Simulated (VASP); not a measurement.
# Ta5N6 in VASP: further runs

Ta5N6 is run at these levels: r2SCAN; tasks: single point.

All numbers are computed with VASP 6.6.1; they aren't measurements. Logs are shortened: lines on timing, memory, paths and dates and some standing lists are left out, and cuts for length are marked.

## 1. The cell of the first run

The cell holds a slab with vacuum, 22 atoms: a = 5.200 Å, b = 5.200 Å, c = 23.731 Å, α = 90.00°, β = 90.00°, γ = 120.00°.

## 2. Single point, r2SCAN

The input, POSCAR:

```
Ta5N6
1.0
    5.1996298250      0.0000000000      0.0000000000
   -2.5998149125      4.5030115188      0.0000000000
    0.0000000000      0.0000000000     23.7310778219
Ta N
10 12
Direct
    0.0000000000      0.0000000000      0.3160412711
    0.3333333333      0.6666666667      0.3773608474
    0.6666666667      0.3333333333      0.3773608474
    0.0000000000      0.0000000000      0.4386804237
    0.3333333333      0.6666666667      0.5000000000
    0.6666666667      0.3333333333      0.5000000000
    0.0000000000      0.0000000000      0.5613195763
    0.3333333333      0.6666666667      0.6226391526
    0.6666666667      0.3333333333      0.6226391526
    0.0000000000      0.0000000000      0.6839587289
    0.0000000000      0.3924063645      0.3160412711
    0.3924063645      0.0000000000      0.3160412711
    0.6075936355      0.6075936355      0.3160412711
    0.0000000000      0.3924063645      0.4386804237
    0.3924063645      0.0000000000      0.4386804237
    0.6075936355      0.6075936355      0.4386804237
    0.0000000000      0.3924063645      0.5613195763
    0.3924063645      0.0000000000      0.5613195763
    0.6075936355      0.6075936355      0.5613195763
    0.0000000000      0.3924063645      0.6839587289
    0.3924063645      0.0000000000      0.6839587289
    0.6075936355      0.6075936355      0.6839587289
```

The input, INCAR.step1:

```
  ALGO = Normal
  DIPOL = 0.5 0.5 0.500
  EDIFF = 1E-4
  ENCUT = 520
  GGA = PE
  IDIPOL = 3
  ISMEAR = 0
  LASPH = True
  LCHARG = False
  LDIPOL = True
  LREAL = Auto
  LWAVE = True
  NBANDS = 102
  NELM = 60
  PREC = Accurate
  SIGMA = 0.1
```

The input, INCAR.step2:

```
  ALGO = Normal
  DIPOL = 0.5 0.5 0.500
  EDIFF = 1E-6
  ENCUT = 520
  IDIPOL = 3
  ISIF = 2
  ISMEAR = 0
  ISTART = 1
  LASPH = True
  LCHARG = True
  LDIPOL = True
  LELF = True
  LMIXTAU = True
  LREAL = Auto
  LVACPOTAV = True
  LVHAR = True
  LWAVE = False
  METAGGA = R2SCAN
  NBANDS = 102
  NELM = 60
  PREC = Accurate
  SIGMA = 0.1
```

The input, KPOINTS:

```
k-points
0
Gamma
  9 9 1
```

Potentials or basis: VASP PAW PBE potentials, release 64 (Ta_pv, N).

Launch:

```console
$ cat potpaw_PBE.64/Ta_pv/POTCAR potpaw_PBE.64/N/POTCAR > POTCAR
$ cp INCAR.step1 INCAR
$ mpirun -np 1 vasp_std > vasp.out
$ cp INCAR.step2 INCAR
$ mpirun -np 1 vasp_std > vasp.out
```

OUTCAR:

```text
EDIFF = 1E-6
   ENCUT = 520
   ISIF = 2
   ISMEAR = 0
   ISTART = 1
   LASPH = True
   LREAL = Auto
   METAGGA = R2SCAN
   NELM = 60
   PREC = Accurate

 ion  position               nearest neighbor table
   1  0.000  0.000  0.316-  12 2.04  11 2.04  13 2.04   4 2.91   2 3.34   3 3.34   3 3.34   2 3.34
                             3 3.34   2 3.34
   2  0.333  0.667  0.377-  12 2.16  15 2.16  14 2.16  11 2.16  13 2.16  16 2.16   5 2.91   3 3.00
                             3 3.00   3 3.00   1 3.34   4 3.34   1 3.34   4 3.34   4 3.34   1 3.34
   3  0.667  0.333  0.377-  11 2.16  14 2.16  12 2.16  15 2.16  13 2.16  16 2.16   6 2.91   2 3.00
                             2 3.00   2 3.00   1 3.34   4 3.34   1 3.34   4 3.34   4 3.34   1 3.34
   4  0.000  0.000  0.439-  15 2.04  14 2.04  16 2.04   7 2.91   1 2.91   2 3.34   3 3.34   5 3.34
                             6 3.34   6 3.34   3 3.34   2 3.34   5 3.34   3 3.34   6 3.34   5 3.34
   5  0.333  0.667  0.500-  15 2.16  18 2.16  17 2.16  14 2.16  16 2.16  19 2.16   2 2.91   8 2.91
                             6 3.00   6 3.00   6 3.00   4 3.34   7 3.34   7 3.34   4 3.34   7 3.34
   6  0.667  0.333  0.500-  14 2.16  17 2.16  15 2.16  18 2.16  16 2.16  19 2.16   3 2.91   9 2.91
                             5 3.00   5 3.00   5 3.00   4 3.34   7 3.34   4 3.34   7 3.34   4 3.34
   7  0.000  0.000  0.561-  18 2.04  17 2.04  19 2.04  10 2.91   4 2.91   5 3.34   6 3.34   8 3.34
                             9 3.34   9 3.34   6 3.34   5 3.34   8 3.34   6 3.34   9 3.34   8 3.34
   8  0.333  0.667  0.623-  18 2.16  21 2.16  20 2.16  17 2.16  19 2.16  22 2.16   5 2.91   9 3.00
                             9 3.00   9 3.00  10 3.34   7 3.34   7 3.34  10 3.34  10 3.34   7 3.34
   9  0.667  0.333  0.623-  17 2.16  20 2.16  18 2.16  21 2.16  19 2.16  22 2.16   6 2.91   8 3.00
                             8 3.00   8 3.00  10 3.34   7 3.34   7 3.34  10 3.34  10 3.34   7 3.34
  10  0.000  0.000  0.684-  21 2.04  20 2.04  22 2.04   7 2.91   9 3.34   8 3.34   9 3.34   8 3.34
                             9 3.34   8 3.34
  11  0.000  0.392  0.316-   1 2.04   3 2.16   2 2.16
  12  0.392  0.000  0.316-   1 2.04   2 2.16   3 2.16
  13  0.608  0.608  0.316-   1 2.04   2 2.16   3 2.16
  14  0.000  0.392  0.439-   4 2.04   3 2.16   6 2.16   5 2.16   2 2.16
  15  0.392  0.000  0.439-   4 2.04   2 2.16   5 2.16   3 2.16   6 2.16
  16  0.608  0.608  0.439-   4 2.04   2 2.16   5 2.16   3 2.16   6 2.16
  17  0.000  0.392  0.561-   7 2.04   6 2.16   9 2.16   8 2.16   5 2.16
  18  0.392  0.000  0.561-   7 2.04   5 2.16   8 2.16   6 2.16   9 2.16
  19  0.608  0.608  0.561-   7 2.04   5 2.16   8 2.16   6 2.16   9 2.16
  20  0.000  0.392  0.684-  10 2.04   9 2.16   8 2.16
  21  0.392  0.000  0.684-  10 2.04   8 2.16   9 2.16
  22  0.608  0.608  0.684-  10 2.04   8 2.16   9 2.16

  LATTYP: Found a hexagonal cell.
 ALAT       =     5.1996298250
 C/A-ratio  =     4.5639937112

  Lattice vectors:

 A1 = (   5.1996298250,   0.0000000000,   0.0000000000)
 A2 = (  -2.5998149125,   4.5030115188,   0.0000000000)
 A3 = (   0.0000000000,   0.0000000000,  23.7310778219)

Analysis of symmetry for initial positions (statically):
=====================================================================
 Subroutine PRICEL returns:
 Original cell was already a primitive cell.

 Routine SETGRP: Setting up the symmetry group for a
 hexagonal supercell.

 Subroutine GETGRP returns: Found 12 space group operations
 (whereof 12 operations were pure point group operations)
 out of a pool of 24 trial point group operations.

The static configuration has the point symmetry D_3h.

Analysis of symmetry for dynamics (positions and initial velocities):
=====================================================================
 Subroutine PRICEL returns:
 Original cell was already a primitive cell.

 Routine SETGRP: Setting up the symmetry group for a
 hexagonal supercell.

 Subroutine GETGRP returns: Found 12 space group operations
 (whereof 12 operations were pure point group operations)
 out of a pool of 24 trial point group operations.

The dynamic configuration has the point symmetry D_3h.

 Subroutine INISYM returns: Found 12 space group operations
 (whereof 12 operations are pure point group operations),
 and found     1 'primitive' translations

----------------------------------------------------------------------------------------

                                     Primitive cell

  volume of cell :     555.6393

  direct lattice vectors                    reciprocal lattice vectors
     5.199629825  0.000000000  0.000000000     0.192321383  0.111036802  0.000000000
    -2.599814912  4.503011519  0.000000000     0.000000000  0.222073605  0.000000000
[... 74 lines left out ...]

 Subroutine IBZKPT returns following result:
 ===========================================

 Found     12 irreducible k-points:

 Following reciprocal coordinates:
            Coordinates               Weight
  0.000000  0.000000  0.000000      1.000000
  0.111111  0.000000  0.000000      6.000000
  0.222222  0.000000  0.000000      6.000000
  0.333333  0.000000  0.000000      6.000000
  0.444444  0.000000  0.000000      6.000000
  0.111111  0.111111  0.000000      6.000000
  0.222222  0.111111  0.000000     12.000000
  0.333333  0.111111  0.000000     12.000000
  0.444444  0.111111  0.000000      6.000000
  0.222222  0.222222  0.000000      6.000000
  0.333333  0.222222  0.000000     12.000000
  0.333333  0.333333  0.000000      2.000000
   k-points           NKPTS =     12   k-points in BZ     NKDIM =     12   number of bands    NBANDS=    102
   number of dos      NEDOS =    301   number of ions     NIONS =     22
   total plane-waves  NPLWV = 288000
   dimension x,y,z NGX =    40 NGY =   40 NGZ =  180
   dimension x,y,z NGXF=    80 NGYF=   80 NGZF=  360
   ions per type =              10  12
   NGX,Y,Z   is equivalent  to a cutoff of  12.79, 12.79, 12.61 a.u.
   NGXF,Y,Z  is equivalent  to a cutoff of  25.58, 25.58, 25.22 a.u.
 SYSTEM =  unknown system
   PREC   = accura    normal or accurate (medium, high low for compatibility)
   ISTART =      1    job   : 0-new  1-cont  2-samecut
   ICHARG =      0    charge: 1-file 2-atom 10-const
   ISPIN  =      1    spin polarized calculation?
   LNONCOLLINEAR =      F non collinear calculations
   LSORBIT =      F    spin-orbit coupling
   LASPH  =      T    aspherical Exc in radial PAW
   ENCUT  =  520.0 eV  38.22 Ry    6.18 a.u.   9.67  9.67 44.12*2*pi/ulx,y,z
   NELM   =     60;   NELMIN=  2; NELMDL=  0     # of ELM steps
   EDIFF  = 0.1E-05   stopping-criterion for ELM
   LREAL  =      T    real-space projection
   EDIFFG = 0.1E-04   stopping-criterion for IOM
   NSW    =      0    number of steps for IOM
   IBRION =     -1    ionic relax: 0-MD 1-quasi-New 2-CG
   NFREE  =      0    steps in history (QN), initial steepest desc. (CG)
   ISIF   =      2    stress and relaxation
   ISYM   =      2    0-nonsym 1-usesym 2-fastsym
   POTIM  = 0.5000    time-step for ionic-motion
   TEBEG  =    0.0;   TEEND  =   0.0 temperature during run
   PSTRESS=    0.0 pullay stress
   NELECT =     170.0000    total number of electrons
   NUPDOWN=      -1.0000    fix difference up-down
   EMIN   =  10.00;   EMAX   =-10.00  energy-range for DOS
   EFERMI =   0.00;   METHOD = LEGACY
   ISMEAR =     0;   SIGMA  =   0.10  broadening in eV -4-tet -1-fermi 0-gaus
   EFERMI_NEDOS =   21; number of points for ismear=-14 and -15
   IALGO  =     38    algorithm
   IMIX   =      4    mixing-type and parameters
     AMIX     =   0.40;   BMIX     =  1.00
     AMIX_MAG =   1.60;   BMIX_MAG =  1.00
  volume/ion in A,a.u.               =      25.26       170.44
  Fermi-wavevector in a.u.,A,eV,Ry     =   1.103130  2.084614 16.556882  1.216897
  Thomas-Fermi vector in A             =   2.239584
   LORBIT       =      0    0 simple, 1 ext, 2 COOP (PROOUT), +10 PAW based schemes
   METAGGA = R2SCAN    functional components
   LHFCALC =     F    Hartree Fock is set to
   AEXX    =    0.0000 exact exchange contribution
   IVDW    =     0    specifies the selected vdW correction
   LEPSILON=     F    determine dielectric tensor
   LRPA    =     F    only Hartree local field effects (RPA)
 non-spin polarized calculation
 Gauss-broadening in eV      SIGMA  =   0.10
  energy-cutoff  :      520.00
  volume of cell :      555.64
 maximum number of plane-waves:     15017
 NGX is ok and might be reduce to    40
   NGX = 19   NGY = 19   NGZ = 89

 number of electron     169.9999990 magnetization

 dipolmoment           0.000000      0.000000     -0.000000 electrons x Angstroem

 Free energy of the ion-electron system (eV)
  ---------------------------------------------------
  ext. energy  EPLUGINS =         0.00000000
  ---------------------------------------------------
  free energy    TOTEN  =      -614.90919898 eV

  energy without entropy =     -614.88435600  energy(sigma->0) =     -614.89677749

 E-fermi :  -0.0544     XC(G=0):  -6.7196

 val. band max:       -0.0653456947   @ k =   0.0000   0.0000   0.0000
 cond. band min:      -0.0347092595   @ k =   0.0000   0.0000   0.0000
 fundamental gap:      0.0306364352
 Fermi energy:        -0.0543903240

 k-point     1 :       0.0000    0.0000    0.0000
  band No.  band energies     occupation
      1     -36.8182      2.00000
      2     -36.7759      2.00000
      3     -36.7759      2.00000
      4     -36.6316      2.00000
      5     -36.4319      2.00000
      6     -36.4319      2.00000
[... 1189 lines left out ...]
     96       3.2373      0.00000
     97       3.2491      0.00000
 [bands above 97 left out]

------------------------ aborting loop because EDIFF is reached ----------------------------------------

  FORCE on cell =-STRESS in cart. coord.  units (eV):
  Direction    XX          YY          ZZ          XY          YZ          ZX
  --------------------------------------------------------------------------------------
  -------------------------------------------------------------------------------------
  Total       -7.6687394     -7.6687394    -20.4120371      0.0000000      0.0000000      0.0000000
  in kB      -22.1126919    -22.1126919    -58.8577945      0.0000000      0.0000000      0.0000000
  external PRESSURE =     -34.3610594 kB  Pullay stress =       0.0000000 kB

 VOLUME and BASIS-vectors are now :
 -----------------------------------------------------------------------------
  energy-cutoff  :      520.00
  volume of cell :      555.64
      direct lattice vectors                 reciprocal lattice vectors
     5.199629825  0.000000000  0.000000000     0.192321383  0.111036802  0.000000000
    -2.599814912  4.503011519  0.000000000     0.000000000  0.222073605  0.000000000
     0.000000000  0.000000000 23.731077822     0.000000000  0.000000000  0.042138836

 POSITION                                       TOTAL-FORCE (eV/Angst)
 -----------------------------------------------------------------------------------
      0.00000      0.00000      7.50000        -0.000000      0.000000      0.354719
     -0.00000      3.00201      8.95518        -0.000000      0.000000     -5.527757
      2.59981      1.50100      8.95518        -0.000000      0.000000     -5.527757
      0.00000      0.00000     10.41036        -0.000000      0.000000     -0.145205
     -0.00000      3.00201     11.86554        -0.000000      0.000000     -0.000000
      2.59981      1.50100     11.86554        -0.000000      0.000000     -0.000000
[... 14 lines left out ...]
      2.04037      0.00000     16.23108        -2.057576      0.000000     -3.009793
      1.57963      2.73600     16.23108         1.028788      1.781913     -3.009793
 -----------------------------------------------------------------------------------
    total drift:                                0.000014      0.000024      0.000001

  FREE ENERGIE OF THE ION-ELECTRON SYSTEM (eV)
  ---------------------------------------------------
  free  energy   TOTEN  =      -614.9091989841 eV

  energy  without entropy=     -614.8843560003  energy(sigma->0) =     -614.89677749

 vacuum level on the upper side and lower side of the slab         5.288         5.288
```

It took 2.2 h on 1 thread of Oxide Virtual Turin-like, shared host; peak memory 0.89 GiB.

Results:

```
Free energy            : -614.9092 eV
Largest force          : 5.528 eV/Å
Band gap on the k mesh : zero (bands 85 and 86 overlap by 0.15 eV)
```

Forces on the atoms (eV/Å):
```
Ta   0.000  0.000  0.355
Ta   0.000  0.000 -5.528
Ta   0.000  0.000 -5.528
Ta   0.000  0.000 -0.145
Ta   0.000  0.000  0.000
Ta   0.000  0.000  0.000
Ta   0.000  0.000  0.145
Ta   0.000  0.000  5.528
Ta   0.000  0.000  5.528
Ta   0.000  0.000 -0.355
N    1.029 -1.782  3.010
N   -2.058  0.000  3.010
N    1.029  1.782  3.010
N    0.100 -0.174  0.343
N   -0.201  0.000  0.343
N    0.100  0.174  0.343
N    0.100 -0.174 -0.343
N   -0.201  0.000 -0.343
N    0.100  0.174 -0.343
N    1.029 -1.782 -3.010
N   -2.058  0.000 -3.010
N    1.029  1.782 -3.010
```

Caveat: the PAW data sets were made with another functional, which shifts forces and pressure a little; spin-orbit coupling is left out, which moves the levels of the heavy elements.

## 3. Single point, r2SCAN

POSCAR is that of step 2.

The input, INCAR.step1:

```
SYSTEM = Ta5N6
ALGO = Normal ; DIPOL = 0.5 0.5 0.500
EDIFF = 1E-4 ; ENCUT = 520
GGA = PE ; IDIPOL = 3
ISMEAR = 0 ; LASPH = .TRUE.
LCHARG = .FALSE. ; LDIPOL = .TRUE.
LREAL = Auto ; LWAVE = .TRUE.
NBANDS = 102 ; NELM = 60
PREC = Accurate ; SIGMA = 0.1
```

The input, INCAR.step2:

```
SYSTEM = Ta5N6
ALGO = Normal ; DIPOL = 0.5 0.5 0.500
EDIFF = 1E-6 ; ENCUT = 520
IDIPOL = 3 ; ISIF = 2
ISMEAR = 0 ; ISTART = 1
LASPH = .TRUE. ; LCHARG = .TRUE.
LDIPOL = .TRUE. ; LELF = .TRUE.
LMIXTAU = .TRUE. ; LREAL = Auto
LVACPOTAV = .TRUE. ; LVHAR = .TRUE.
LWAVE = .FALSE. ; METAGGA = R2SCAN
NBANDS = 102 ; NELM = 60
PREC = Accurate ; SIGMA = 0.1
```

The input, KPOINTS:

```
k-points
0
G
  9 9 1
  0 0 0
```

Potentials or basis: VASP PAW PBE potentials, release 64 (Ta_pv, N).

Launch:

```console
$ cat potpaw_PBE.64/Ta_pv/POTCAR potpaw_PBE.64/N/POTCAR > POTCAR
$ cp INCAR.step1 INCAR
$ mpirun -np 1 vasp_std > vasp.out
$ cp INCAR.step2 INCAR
$ mpirun -np 1 vasp_std > vasp.out
```

Run time: 2.3 h. Hardware: 1 thread of Oxide Virtual Turin-like, shared host; peak memory 0.9 GiB.

It converged, with:

```yaml
Free_energy: -614.9092 eV
Largest_force: 5.528 eV/Å
Band_gap_on_the_k_mesh: zero (bands 85 and 86 overlap by 0.15 eV)
```

Forces on the atoms (eV/Å):
```
Ta   0.000  0.000  0.355
Ta   0.000  0.000 -5.528
Ta   0.000  0.000 -5.528
Ta   0.000  0.000 -0.145
Ta   0.000  0.000  0.000
Ta   0.000  0.000  0.000
Ta   0.000  0.000  0.145
Ta   0.000  0.000  5.528
Ta   0.000  0.000  5.528
Ta   0.000  0.000 -0.355
N    1.029 -1.782  3.010
N   -2.058  0.000  3.010
N    1.029  1.782  3.010
N    0.100 -0.174  0.343
N   -0.201  0.000  0.343
N    0.100  0.174  0.343
N    0.100 -0.174 -0.343
N   -0.201  0.000 -0.343
N    0.100  0.174 -0.343
N    1.029 -1.782 -3.010
N   -2.058  0.000 -3.010
N    1.029  1.782 -3.010
```

Levels at points of the mesh, in eV from the Fermi level:
```tsv
k point	band 81	band 82	band 83	band 84	band 85	band 86	band 87	band 88	band 89	band 90
(0.00, 0.00, 0.00)	-0.95	-0.85	-0.01	0.02	0.02	0.39	0.39	1.09	2.03	2.41
```

Caveat: the PAW data sets were made with another functional, which shifts forces and pressure a little; spin-orbit coupling is left out, which moves the levels of the heavy elements.

(Continued in part 2 of 2.)

The gap in the log of VASP goes by the Fermi energy; the results here count the filled bands.